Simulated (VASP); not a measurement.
# Mo (Im-3m) in VASP: notebook, part 2 of 3

VASP 6.6.1. The steps go on from the part before.

### 3 Single point, r2SCAN

This run uses another cell than the first one, of 13.76 Å³/atom, 0.880 times its volume.

POSCAR reads:

```
Mo
1.0
   -1.5096994454      1.5096994454      1.5096994454
    1.5096994454     -1.5096994454      1.5096994454
    1.5096994454      1.5096994454     -1.5096994454
Mo
1
Direct
    0.0000000000      0.0000000000      0.0000000000
```

INCAR.step1 reads:

```
ALGO = Normal
EDIFF = 1E-4
ENCUT = 520
GGA = PE
ISMEAR = 0
LASPH = True
LCHARG = False
LREAL = False
LWAVE = True
NBANDS = 13
NELM = 100
PREC = Accurate
SIGMA = 0.1
```

INCAR.step2 reads:

```
ALGO = Normal
EDIFF = 1E-6
ENCUT = 520
ISIF = 2
ISMEAR = 0
ISTART = 1
LASPH = True
LCHARG = False
LMIXTAU = True
LREAL = False
LWAVE = False
METAGGA = R2SCAN
NBANDS = 13
NELM = 100
PREC = Accurate
SIGMA = 0.1
```

KPOINTS reads:

```
k-points
0
Gamma
  8 8 8
```

Potentials or basis: VASP PAW PBE potentials, release 64 (Mo_sv).

On the command line:

```
$ cat potpaw_PBE.64/Mo_sv/POTCAR > POTCAR
$ cp INCAR.step1 INCAR
$ mpirun -np 1 vasp_std > vasp.out
$ cp INCAR.step2 INCAR
$ mpirun -np 1 vasp_std > vasp.out
```

OUTCAR:

```text
EDIFF = 1E-6
   ENCUT = 520
   ISIF = 2
   ISMEAR = 0
   ISTART = 1
   LASPH = True
   LREAL = False
   METAGGA = R2SCAN
   NELM = 100
   PREC = Accurate

 ion  position               nearest neighbor table
   1  0.000  0.000  0.000-

  LATTYP: Found a body centered cubic cell.
 ALAT       =     3.0193988908

  Lattice vectors:

 A1 = (  -1.5096994454,   1.5096994454,   1.5096994454)
 A2 = (   1.5096994454,  -1.5096994454,   1.5096994454)
 A3 = (   1.5096994454,   1.5096994454,  -1.5096994454)

Analysis of symmetry for initial positions (statically):
=====================================================================
 Subroutine PRICEL returns:
 Original cell was already a primitive cell.

 Routine SETGRP: Setting up the symmetry group for a
 body centered cubic supercell.

 Subroutine GETGRP returns: Found 48 space group operations
 (whereof 48 operations were pure point group operations)
 out of a pool of 48 trial point group operations.

The static configuration has the point symmetry O_h .

Analysis of symmetry for dynamics (positions and initial velocities):
=====================================================================
 Subroutine PRICEL returns:
 Original cell was already a primitive cell.

 Routine SETGRP: Setting up the symmetry group for a
 body centered cubic supercell.

 Subroutine GETGRP returns: Found 48 space group operations
 (whereof 48 operations were pure point group operations)
 out of a pool of 48 trial point group operations.

The dynamic configuration has the point symmetry O_h .

 Subroutine INISYM returns: Found 48 space group operations
 (whereof 48 operations are pure point group operations),
 and found     1 'primitive' translations

----------------------------------------------------------------------------------------

                                     Primitive cell

  volume of cell :      13.7636

  direct lattice vectors                    reciprocal lattice vectors
    -1.509699445  1.509699445  1.509699445     0.000000000  0.331191749  0.331191749
     1.509699445 -1.509699445  1.509699445     0.331191749  0.000000000  0.331191749
     1.509699445  1.509699445 -1.509699445     0.331191749  0.331191749  0.000000000

  length of vectors
     2.614876144  2.614876144  2.614876144     0.468375863  0.468375863  0.468375863

  position of ions in fractional coordinates (direct lattice)
     0.000000000  0.000000000  0.000000000

  ion indices of the primitive-cell ions
   primitive index   ion index
                 1           1

----------------------------------------------------------------------------------------

 KPOINTS: k-points

Automatic generation of k-mesh.
 Grid dimensions read from file:
 generate k-points for:    8    8    8

 Generating k-lattice:

  Cartesian coordinates                     Fractional coordinates (reciprocal lattice)
     0.000000000  0.041398969  0.041398969     0.125000000  0.000000000  0.000000000
     0.041398969  0.000000000  0.041398969     0.000000000  0.125000000  0.000000000
     0.041398969  0.041398969  0.000000000     0.000000000  0.000000000  0.125000000

  Length of vectors
     0.058546983  0.058546983  0.058546983

  Shift w.r.t. Gamma in fractional coordinates (k-lattice)
     0.000000000  0.000000000  0.000000000

 Subroutine IBZKPT returns following result:
 ===========================================

 Found     29 irreducible k-points:

 Following reciprocal coordinates:
            Coordinates               Weight
  0.000000  0.000000  0.000000      1.000000
  0.125000  0.000000  0.000000     12.000000
  0.250000  0.000000  0.000000     12.000000
  0.375000  0.000000  0.000000     12.000000
  0.500000  0.000000  0.000000      6.000000
  0.125000  0.125000  0.000000     24.000000
[... 16 lines left out ...]
 -0.250000  0.250000  0.250000      6.000000
 -0.375000  0.375000  0.250000     24.000000
 [... further k-points ...]
   k-points           NKPTS =     29   k-points in BZ     NKDIM =     29   number of bands    NBANDS=     13
   number of dos      NEDOS =    301   number of ions     NIONS =      1
   total plane-waves  NPLWV =   8000
   dimension x,y,z NGX =    20 NGY =   20 NGZ =   20
   dimension x,y,z NGXF=    40 NGYF=   40 NGZF=   40
   ions per type =               1
   NGX,Y,Z   is equivalent  to a cutoff of  12.72, 12.72, 12.72 a.u.
   NGXF,Y,Z  is equivalent  to a cutoff of  25.43, 25.43, 25.43 a.u.
 SYSTEM =  unknown system
   PREC   = accura    normal or accurate (medium, high low for compatibility)
   ISTART =      1    job   : 0-new  1-cont  2-samecut
   ICHARG =      0    charge: 1-file 2-atom 10-const
   ISPIN  =      1    spin polarized calculation?
   LNONCOLLINEAR =      F non collinear calculations
   LSORBIT =      F    spin-orbit coupling
   LASPH  =      T    aspherical Exc in radial PAW
   ENCUT  =  520.0 eV  38.22 Ry    6.18 a.u.   4.86  4.86  4.86*2*pi/ulx,y,z
   NELM   =    100;   NELMIN=  2; NELMDL=  0     # of ELM steps
   EDIFF  = 0.1E-05   stopping-criterion for ELM
   LREAL  =      F    real-space projection
   EDIFFG = 0.1E-04   stopping-criterion for IOM
   NSW    =      0    number of steps for IOM
   IBRION =     -1    ionic relax: 0-MD 1-quasi-New 2-CG
   NFREE  =      0    steps in history (QN), initial steepest desc. (CG)
   ISIF   =      2    stress and relaxation
   ISYM   =      2    0-nonsym 1-usesym 2-fastsym
   POTIM  = 0.5000    time-step for ionic-motion
   TEBEG  =    0.0;   TEEND  =   0.0 temperature during run
   PSTRESS=    0.0 pullay stress
   NELECT =      14.0000    total number of electrons
   NUPDOWN=      -1.0000    fix difference up-down
   EMIN   =  10.00;   EMAX   =-10.00  energy-range for DOS
   EFERMI =   0.00;   METHOD = LEGACY
   ISMEAR =     0;   SIGMA  =   0.10  broadening in eV -4-tet -1-fermi 0-gaus
   EFERMI_NEDOS =   21; number of points for ismear=-14 and -15
   IALGO  =     38    algorithm
   IMIX   =      4    mixing-type and parameters
     AMIX     =   0.40;   BMIX     =  1.00
     AMIX_MAG =   1.60;   BMIX_MAG =  1.00
  volume/ion in A,a.u.               =      13.76        92.88
  Fermi-wavevector in a.u.,A,eV,Ry     =   1.646419  3.111281 36.881248  2.710695
  Thomas-Fermi vector in A             =   2.736050
   LORBIT       =      0    0 simple, 1 ext, 2 COOP (PROOUT), +10 PAW based schemes
   METAGGA = R2SCAN    functional components
   LHFCALC =     F    Hartree Fock is set to
   AEXX    =    0.0000 exact exchange contribution
   IVDW    =     0    specifies the selected vdW correction
   LEPSILON=     F    determine dielectric tensor
   LRPA    =     F    only Hartree local field effects (RPA)
 non-spin polarized calculation
 Gauss-broadening in eV      SIGMA  =   0.10
  energy-cutoff  :      520.00
  volume of cell :       13.76
 maximum number of plane-waves:       384
   NGX =  9   NGY =  9   NGZ =  9

 number of electron      14.0000004 magnetization

 Free energy of the ion-electron system (eV)
  ---------------------------------------------------
  ext. energy  EPLUGINS =         0.00000000
  ---------------------------------------------------
  free energy    TOTEN  =       -25.79770878 eV

  energy without entropy =      -25.79071009  energy(sigma->0) =      -25.79420943

 E-fermi :  14.6906     XC(G=0): -15.4594

 val. band max:       14.6616401226   @ k =   0.3750   0.1250   0.0000
 cond. band min:      14.7425803758   @ k =  -0.1250   0.1250   0.1250
 fundamental gap:      0.0809402533
 Fermi energy:        14.6905769102

 k-point     1 :       0.0000    0.0000    0.0000
  band No.  band energies     occupation
      1     -48.5669      2.00000
      2     -20.6521      2.00000
      3     -20.6521      2.00000
      4     -20.6521      2.00000
      5       6.7177      2.00000
      6      13.0249      2.00000
      7      13.0249      2.00000
      8      13.0249      2.00000
      9      16.8486      0.00000
     10      16.8486      0.00000
     11      30.3587      0.00000
     12      30.3587      0.00000
     13      30.3587      0.00000
[... 353 lines left out ...]
 k-point    24 :      -0.3750    0.3750    0.2500
  band No.  band energies     occupation
      1     -47.9845      2.00000
      2     -22.2956      2.00000
      3     -21.6506      2.00000
      4     -21.4613      2.00000
      5       9.8622      2.00000
      6      10.7089      2.00000
      7      13.9122      2.00000
      8      14.9620      0.00012
      9      18.2667      0.00000
     10      21.0808      0.00000
     11      30.9291      0.00000
     12      33.3526      0.00000
     13      34.0888      0.00000

 [... further k-points ...]

------------------------ aborting loop because EDIFF is reached ----------------------------------------

  FORCE on cell =-STRESS in cart. coord.  units (eV):
  Direction    XX          YY          ZZ          XY          YZ          ZX
  --------------------------------------------------------------------------------------
  -------------------------------------------------------------------------------------
  Total        4.0268359      4.0268359      4.0268359      0.0000000     -0.0000000      0.0000000
  in kB      468.7518895    468.7518895    468.7518895      0.0000000     -0.0000000      0.0000000
  external PRESSURE =     468.7518895 kB  Pullay stress =       0.0000000 kB

 VOLUME and BASIS-vectors are now :
 -----------------------------------------------------------------------------
  energy-cutoff  :      520.00
  volume of cell :       13.76
      direct lattice vectors                 reciprocal lattice vectors
    -1.509699445  1.509699445  1.509699445     0.000000000  0.331191749  0.331191749
     1.509699445 -1.509699445  1.509699445     0.331191749  0.000000000  0.331191749
     1.509699445  1.509699445 -1.509699445     0.331191749  0.331191749  0.000000000

 POSITION                                       TOTAL-FORCE (eV/Angst)
 -----------------------------------------------------------------------------------
      0.00000      0.00000      0.00000        -0.000000      0.000000      0.000000
 -----------------------------------------------------------------------------------
    total drift:                                0.000000     -0.000000     -0.000000

  FREE ENERGIE OF THE ION-ELECTRON SYSTEM (eV)
  ---------------------------------------------------
  free  energy   TOTEN  =       -25.7977087783 eV

  energy  without entropy=      -25.7907100868  energy(sigma->0) =      -25.79420943
```

Wall time 14 s (1 thread of Intel Xeon 6975P-C (Granite Rapids), shared host); peak memory 0.12 GiB.

Results:

* Free energy: -25.7977 eV
* Pressure: 46.9 GPa
* Band gap on the k mesh: zero (band 7 reaches 19.67 eV, above the bottom of band 8 at 13.02 eV)

Levels at points of the mesh, in eV from the Fermi level:
```tsv
k point	band 3	band 4	band 5	band 6	band 7	band 8	band 9	band 10	band 11	band 12
(0.00, 0.00, 0.00)	-35.34	-35.34	-7.97	-1.67	-1.67	-1.67	2.16	2.16	15.67	15.67
(0.50, 0.00, 0.00)	-36.03	-35.37	-6.41	-4.23	2.24	2.26	3.05	5.96	12.77	14.48
(0.50, 0.50, 0.50)	-36.84	-36.84	-6.75	-6.75	4.97	4.97	4.97	10.65	10.65	10.65
```

Caveat: the k points lie up to 0.37 Å⁻¹ apart; the PAW data sets were made with another functional, which shifts forces and pressure a little.

[end of part 2 of 3]
